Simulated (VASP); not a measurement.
# ZnC4 (P6/mmm) in VASP: further runs

Runs on ZnC4. Level: PBE. Tasks: single point, relaxation of cell and atoms.

All numbers are computed with VASP 6.6.1; they aren't measurements. Logs are shortened: lines on timing, memory, paths and dates and some standing lists are left out, and cuts for length are marked.

### Step 1. The cell of the first run

It takes space group P6/mmm (No. 191, hexagonal). Conventional cell: a = 4.190 Å, b = 4.190 Å, c = 4.041 Å, α = 90.00°, β = 90.00°, γ = 120.00°. Within 2.7 Å of Zn (site symmetry 6/mmm) lie 8 C at 2.02 to 2.10 Å. C (site symmetry mmm) has 2 Zn at 2.10 Å and 8 C at 2.10 to 2.91 Å within 3.0 Å. C (site symmetry 6/mmm) has 2 Zn at 2.02 Å within 2.7 Å.

The cell was generated, and may not be a known phase.

### Step 2. Single point, PBE

The input, INCAR:

```
SYSTEM = ZnC4
PREC = Accurate
ENCUT = 520
EDIFF = 1E-6
ISMEAR = 0
SIGMA = 0.1
LREAL = .FALSE.
LASPH = .TRUE.
NELM = 100
ALGO = Normal
ISIF = 2
LWAVE = .FALSE.
LCHARG = .FALSE.
GGA = PE
NBANDS = 22
```

The input, KPOINTS:

```
regular mesh
0
G
  12 12 10
  0 0 0
```

The input, POSCAR:

```
ZnC4
1.0
    4.1904153704      0.0000000000      0.0000000000
   -2.0952076852      3.6290061632      0.0000000000
    0.0000000000      0.0000000000      4.0405726271
Zn C
1 4
Direct
    0.0000000000      0.0000000000      0.0000000000
    0.5000000000      0.0000000000      0.0000000000
    0.0000000000      0.5000000000      0.0000000000
    0.5000000000      0.5000000000      0.0000000000
    0.0000000000      0.0000000000      0.5000000000
```

Potentials or basis: VASP PAW PBE potentials, release 64 (Zn, C).

Started as:

```console
$ cat potpaw_PBE.64/Zn/POTCAR potpaw_PBE.64/C/POTCAR > POTCAR
$ mpirun -np 1 vasp_std > vasp.out
```

OUTCAR:

```text
SYSTEM = ZnC4
   PREC = Accurate
   ENCUT = 520
   EDIFF = 1E-6
   ISMEAR = 0
   LREAL = .FALSE.
   LASPH = .TRUE.
   NELM = 100
   ISIF = 2
   GGA = PE

 ion  position               nearest neighbor table
   1  0.000  0.000  0.000-   5 2.02   5 2.02   2 2.10   2 2.10   4 2.10   3 2.10   3 2.10   4 2.10

   2  0.500  0.000  0.000-   1 2.10   1 2.10
   3  0.000  0.500  0.000-   1 2.10   1 2.10
   4  0.500  0.500  0.000-   1 2.10   1 2.10
   5  0.000  0.000  0.500-   1 2.02   1 2.02

  LATTYP: Found a hexagonal cell.
 ALAT       =     4.1904153704
 C/A-ratio  =     0.9642415536

  Lattice vectors:

 A1 = (   4.1904153704,   0.0000000000,   0.0000000000)
 A2 = (  -2.0952076852,   3.6290061632,   0.0000000000)
 A3 = (   0.0000000000,   0.0000000000,   4.0405726271)

Analysis of symmetry for initial positions (statically):
=====================================================================
 Subroutine PRICEL returns:
 Original cell was already a primitive cell.

 Routine SETGRP: Setting up the symmetry group for a
 hexagonal supercell.

 Subroutine GETGRP returns: Found 24 space group operations
 (whereof 24 operations were pure point group operations)
 out of a pool of 24 trial point group operations.

The static configuration has the point symmetry D_6h.

Analysis of symmetry for dynamics (positions and initial velocities):
=====================================================================
 Subroutine PRICEL returns:
 Original cell was already a primitive cell.

 Routine SETGRP: Setting up the symmetry group for a
 hexagonal supercell.

 Subroutine GETGRP returns: Found 24 space group operations
 (whereof 24 operations were pure point group operations)
 out of a pool of 24 trial point group operations.

The dynamic configuration has the point symmetry D_6h.

 Subroutine INISYM returns: Found 24 space group operations
 (whereof 24 operations are pure point group operations),
 and found     1 'primitive' translations

----------------------------------------------------------------------------------------

                                     Primitive cell

  volume of cell :      61.4452

  direct lattice vectors                    reciprocal lattice vectors
     4.190415370  0.000000000  0.000000000     0.238639827  0.137778768  0.000000000
    -2.095207685  3.629006163  0.000000000     0.000000000  0.275557537  0.000000000
     0.000000000  0.000000000  4.040572627     0.000000000  0.000000000  0.247489673
[... 91 lines left out ...]
   LREAL  =      F    real-space projection
   EDIFFG = 0.1E-04   stopping-criterion for IOM
   NSW    =      0    number of steps for IOM
   IBRION =     -1    ionic relax: 0-MD 1-quasi-New 2-CG
   NFREE  =      0    steps in history (QN), initial steepest desc. (CG)
   ISIF   =      2    stress and relaxation
   ISYM   =      2    0-nonsym 1-usesym 2-fastsym
   POTIM  = 0.5000    time-step for ionic-motion
   TEBEG  =    0.0;   TEEND  =   0.0 temperature during run
   PSTRESS=    0.0 pullay stress
   NELECT =      28.0000    total number of electrons
   NUPDOWN=      -1.0000    fix difference up-down
   EMIN   =  10.00;   EMAX   =-10.00  energy-range for DOS
   EFERMI =   0.00;   METHOD = LEGACY
   ISMEAR =     0;   SIGMA  =   0.10  broadening in eV -4-tet -1-fermi 0-gaus
   EFERMI_NEDOS =   21; number of points for ismear=-14 and -15
   IALGO  =     38    algorithm
   IMIX   =      4    mixing-type and parameters
     AMIX     =   0.40;   BMIX     =  1.00
     AMIX_MAG =   1.60;   BMIX_MAG =  1.00
  volume/ion in A,a.u.               =      12.29        82.93
  Fermi-wavevector in a.u.,A,eV,Ry     =   1.259790  2.380659 21.593422  1.587072
  Thomas-Fermi vector in A             =   2.393332
   LORBIT       =      0    0 simple, 1 ext, 2 COOP (PROOUT), +10 PAW based schemes
   GGA     = PE    functional components
   LHFCALC =     F    Hartree Fock is set to
   AEXX    =    0.0000 exact exchange contribution
   IVDW    =     0    specifies the selected vdW correction
   LEPSILON=     F    determine dielectric tensor
   LRPA    =     F    only Hartree local field effects (RPA)
 non-spin polarized calculation
 Gauss-broadening in eV      SIGMA  =   0.10
  energy-cutoff  :      520.00
  volume of cell :       61.45
 maximum number of plane-waves:      1686
 NGX is ok and might be reduce to    32
   NGX = 15   NGY = 15   NGZ = 15

 number of electron      27.9999993 magnetization

 Free energy of the ion-electron system (eV)
  ---------------------------------------------------
  ext. energy  EPLUGINS =         0.00000000
  ---------------------------------------------------
  free energy    TOTEN  =       -19.05997551 eV

  energy without entropy =      -19.04395441  energy(sigma->0) =      -19.05196496

 E-fermi :   2.2381     XC(G=0): -10.1722

 val. band max:        2.2357264421   @ k =   0.3333   0.1667   0.1000
 cond. band min:       2.2493159661   @ k =   0.4167   0.0833   0.4000
 fundamental gap:      0.0135895240
 Fermi energy:         2.2380505099

 k-point     1 :       0.0000    0.0000    0.0000
  band No.  band energies     occupation
      1     -12.6703      2.00000
      2      -7.9403      2.00000
      3      -6.5717      2.00000
      4      -6.5717      2.00000
      5      -4.9634      2.00000
      6      -4.9634      2.00000
[... 589 lines left out ...]
     21       9.2743      0.00000
     22       9.5306      0.00000

 [... further k-points ...]

------------------------ aborting loop because EDIFF is reached ----------------------------------------

  FORCE on cell =-STRESS in cart. coord.  units (eV):
  Direction    XX          YY          ZZ          XY          YZ          ZX
  --------------------------------------------------------------------------------------
  -------------------------------------------------------------------------------------
  Total        0.1855841      0.1855841      0.1319554      0.0000000      0.0000000      0.0000000
  in kB        4.8390903      4.8390903      3.4407255      0.0000000      0.0000000      0.0000000
  external PRESSURE =       4.3729687 kB  Pullay stress =       0.0000000 kB

 VOLUME and BASIS-vectors are now :
 -----------------------------------------------------------------------------
  energy-cutoff  :      520.00
  volume of cell :       61.45
      direct lattice vectors                 reciprocal lattice vectors
     4.190415370  0.000000000  0.000000000     0.238639827  0.137778768  0.000000000
    -2.095207685  3.629006163  0.000000000     0.000000000  0.275557537  0.000000000
     0.000000000  0.000000000  4.040572627     0.000000000  0.000000000  0.247489673

 POSITION                                       TOTAL-FORCE (eV/Angst)
 -----------------------------------------------------------------------------------
      0.00000      0.00000      0.00000        -0.000000      0.000000      0.000000
      2.09521      0.00000      0.00000         0.000000      0.000000      0.000000
     -1.04760      1.81450      0.00000         0.000000      0.000000      0.000000
      1.04760      1.81450      0.00000        -0.000000      0.000000      0.000000
      0.00000      0.00000      2.02029        -0.000000      0.000000      0.000000
 -----------------------------------------------------------------------------------
    total drift:                                0.000000      0.000000     -0.000000

  FREE ENERGIE OF THE ION-ELECTRON SYSTEM (eV)
  ---------------------------------------------------
  free  energy   TOTEN  =       -19.0599755141 eV

  energy  without entropy=      -19.0439544128  energy(sigma->0) =      -19.05196496
```

It took 75 s on 1 thread of Intel Xeon 6975P-C (Granite Rapids), shared host; peak memory 0.27 GiB.

Results:

```yaml
Free_energy: -19.0600 eV
Pressure: 0.4 GPa
Band_gap_on_the_k_mesh: zero (bands 14 and 15 overlap by 1.48 eV)
```

### Step 3. Relaxation of cell and atoms, PBE

This run uses another cell than the first one, of 12.36 Å³/atom.

The input, INCAR:

```
SYSTEM = ZnC4
PREC = Accurate
ENCUT = 600
EDIFF = 1E-6
ISMEAR = 0
SIGMA = 0.1
LREAL = .FALSE.
LASPH = .TRUE.
NELM = 100
ALGO = Normal
ISIF = 3
LWAVE = .FALSE.
LCHARG = .FALSE.
GGA = PE
IBRION = 2
NSW = 100
EDIFFG = -0.01
```

The input, KPOINTS:

```
Automatic mesh
0
G
  12 12 10
  0 0 0
```

POSCAR, as its differences from that of step 2:

```diff
@@ -2,5 +2,5 @@
 1.0
-    4.1904153704      0.0000000000      0.0000000000
-   -2.0952076852      3.6290061632      0.0000000000
-    0.0000000000      0.0000000000      4.0405726271
+    4.1826389653      0.0000000000      0.0000000000
+   -2.0913194827      3.6222715988      0.0000000000
+    0.0000000000      0.0000000000      4.0784732044
 Zn C
```

Potentials or basis: VASP PAW PBE potentials, release 64 (Zn, C).

Started as:

```console
$ cat potpaw_PBE.64/Zn/POTCAR potpaw_PBE.64/C/POTCAR > POTCAR
$ mpirun -np 1 vasp_std > vasp.out
```

OUTCAR:

```text
SYSTEM = ZnC4
   PREC = Accurate
   ENCUT = 600
   EDIFF = 1E-6
   ISMEAR = 0
   LREAL = .FALSE.
   LASPH = .TRUE.
   NELM = 100
   ISIF = 3
   GGA = PE
   IBRION = 2
   NSW = 100
   EDIFFG = -0.01

 ion  position               nearest neighbor table
   1  0.000  0.000  0.000-   5 2.04   5 2.04   4 2.09   4 2.09   2 2.09   2 2.09   3 2.09   3 2.09

   2  0.500  0.000  0.000-   1 2.09   1 2.09
   3  0.000  0.500  0.000-   1 2.09   1 2.09
   4  0.500  0.500  0.000-   1 2.09   1 2.09
   5  0.000  0.000  0.500-   1 2.04   1 2.04

  LATTYP: Found a hexagonal cell.
 ALAT       =     4.1826389653
 C/A-ratio  =     0.9750956844

  Lattice vectors:

 A1 = (   4.1826389653,   0.0000000000,   0.0000000000)
 A2 = (  -2.0913194827,   3.6222715988,   0.0000000000)
[... 346 lines left out ...]
  free energy    TOTEN  =       -19.06133836 eV

  energy without entropy =      -19.04526603  energy(sigma->0) =      -19.05330220

 E-fermi :   2.2151     XC(G=0): -10.1590

 val. band max:        2.2139134380   @ k =   0.3333   0.1667   0.1000
 cond. band min:       2.2270551607   @ k =   0.4167   0.0833   0.4000
 fundamental gap:      0.0131417228
 Fermi energy:         2.2151009801

 k-point     1 :       0.0000    0.0000    0.0000
  band No.  band energies     occupation
      1     -12.6674      2.00000
      2      -7.9522      2.00000
      3      -6.5822      2.00000
      4      -6.5822      2.00000
      5      -4.9760      2.00000
      6      -4.9760      2.00000
[... 481 lines left out ...]
      5      -5.8030      2.00000
      6      -5.1236      2.00000
[... 10 lines left out ...]
     17       3.0687      0.00000
     18       4.0714      0.00000

 [... further k-points ...]

------------------------ aborting loop because EDIFF is reached ----------------------------------------

  FORCE on cell =-STRESS in cart. coord.  units (eV):
  Direction    XX          YY          ZZ          XY          YZ          ZX
  --------------------------------------------------------------------------------------
  -------------------------------------------------------------------------------------
  Total        0.0066109      0.0066109      0.0059056     -0.0000000      0.0000000     -0.0000000
  in kB        0.1718847      0.1718847      0.1535463     -0.0000000      0.0000000     -0.0000000
  external PRESSURE =       0.1657719 kB  Pullay stress =       0.0000000 kB
[... 20 lines left out ...]
  FREE ENERGIE OF THE ION-ELECTRON SYSTEM (eV)
  ---------------------------------------------------
  free  energy   TOTEN  =       -19.0613383645 eV

  energy  without entropy=      -19.0452660296  energy(sigma->0) =      -19.05330220

 reached required accuracy - stopping structural energy minimisation
```

CONTCAR:

```text
ZnC4
   1.00000000000000
     4.1946643760224012   -0.0000000000001654    0.0000000000000000
    -2.0973321880614875    3.6326859099765509    0.0000000000000000
    -0.0000000000000000   -0.0000000000000000    4.0439643559470033
  Zn              C
     1     4
Direct
     0.0000000000000000    0.0000000000000000    0.0000000000000000
     0.5000000000000000    0.0000000000000000    1.0000000000000000
     0.0000000000000000    0.5000000000000000    0.0000000000000000
     0.5000000000000000    0.5000000000000000    0.0000000000000000
     0.0000000000000000    0.0000000000000000    0.5000000000000000

  0.00000000E+00  0.00000000E+00  0.00000000E+00
  0.00000000E+00  0.00000000E+00  0.00000000E+00
  0.00000000E+00  0.00000000E+00  0.00000000E+00
  0.00000000E+00  0.00000000E+00  0.00000000E+00
  0.00000000E+00  0.00000000E+00  0.00000000E+00
```

It took 3 min on 1 thread of Intel Xeon 6975P-C (Granite Rapids), shared host; peak memory 0.31 GiB.

What came out:

| Property | Result |
| --- | --- |
| Free energy | -19.0613 eV |
| Relaxed volume | 12.32 Å³/atom |
| Relaxed cell | a = 4.195 Å, b = 4.195 Å, c = 4.044 Å, α = 90.00°, β = 90.00°, γ = 120.00° |
| Space group after relaxing (to 0.1 Å) | P6/mmm (No. 191) |
| Energy gained by relaxing | 0.4 meV/atom |
| Ionic steps | 5 |
| Pressure after relaxing | 0.0 GPa |
| Band gap on the k mesh | zero (bands 14 and 15 overlap by 1.47 eV) |

Step by step:
```csv
step,energy change (eV),largest force (eV/Å),pressure (GPa),volume (Å³)
1,0.0000,0.0000,0.03,61.79
2,-0.0017,0.0000,-0.16,61.81
3,-0.0021,0.0000,-0.31,61.82
4,-0.0021,0.0000,-0.25,61.82
5,-0.0022,0.0000,0.02,61.62
```

Final structure:
```
Zn C
1.0
     4.19466    0.00000    0.00000
    -2.09733    3.63269    0.00000
     0.00000    0.00000    4.04396
Zn C
1 4
Direct
  0.00000 0.00000 0.00000
  0.50000 0.00000 0.00000
  0.00000 0.50000 0.00000
  0.50000 0.50000 0.00000
  0.00000 0.00000 0.50000
```

### Step 4. Single point, PBE

This run uses another cell than the first one, of 12.36 Å³/atom.

The input, INCAR:

```
ALGO = Normal ; EDIFF = 1E-6
ENCUT = 520 ; GGA = PE
ISIF = 2 ; ISMEAR = 0
LASPH = T ; LCHARG = T
LELF = T ; LREAL = F
LVHAR = T ; LWAVE = F
NBANDS = 22 ; NELM = 100
PREC = Accurate ; SIGMA = 0.1
```

The input, KPOINTS:

```
k-points
0
Gamma
  6 6 4
```

POSCAR is that of step 3.

Started as:

```console
$ cat potpaw_PBE.64/Zn/POTCAR potpaw_PBE.64/C/POTCAR > POTCAR
$ mpirun -np 1 vasp_std > vasp.out
```

Wall time 13 s (1 thread of Intel Xeon 6975P-C (Granite Rapids), shared host); peak memory 0.18 GiB.

The run converged. Its results:

- Free energy: -19.1235 eV
- Pressure: 0.5 GPa
- Band gap on the k mesh: zero (bands 14 and 15 overlap by 1.40 eV)

Stress tensor (GPa, compression positive):
```
0.56 0.00 0.00
0.00 0.56 0.00
0.00 0.00 0.31
```

Levels at points of the mesh, in eV from the Fermi level:
```csv
k point,band 12,band 13,band 14,band 15,band 16,band 17
"(0.00, 0.00, 0.00)",-4.49,-4.49,0.23,0.85,0.85,1.81
"(0.50, 0.00, 0.00)",-1.38,-0.43,-0.34,0.74,1.23,1.48
"(0.00, 0.00, 0.50)",-4.43,-2.50,-1.36,0.33,0.33,1.36
"(0.50, 0.00, 0.50)",-0.58,-0.54,0.38,0.45,1.52,1.76
```

Caveat: the k points lie up to 0.39 Å⁻¹ apart, too coarse for converged energies and pressures of a metal.

### Step 5. Overview

| task | cell | k mesh | cutoff (eV) | gap on the mesh (eV) | pressure (GPa) |
| --- | --- | --- | --- | --- | --- |
| single point | a = 4.190, b = 4.190, c = 4.041 Å, angles 90.0, 90.0, 120.0°, 5 atoms | 12 × 12 × 10 | 520 | none | 0.4 |
| relaxation of cell and atoms | relaxed from a = 4.183, b = 4.183, c = 4.078 Å, angles 90.0, 90.0, 120.0°, 5 atoms | 12 × 12 × 10 | 600 | none | 0.0 |
| single point | a = 4.183, b = 4.183, c = 4.078 Å, angles 90.0, 90.0, 120.0°, 5 atoms | 6 × 6 × 4 | 520 | none | 0.5 |

Alike in all rows: level PBE; potentials or basis VASP PAW PBE potentials, release 64 (Zn, C); no spin polarisation; smearing gaussian 0.1 eV.

Caveats: some runs use coarse meshes.

Total energies depend on the potentials used, so only differences within one code and one set of settings carry meaning.

The gap in the log of VASP goes by the Fermi energy; the results here count the filled bands.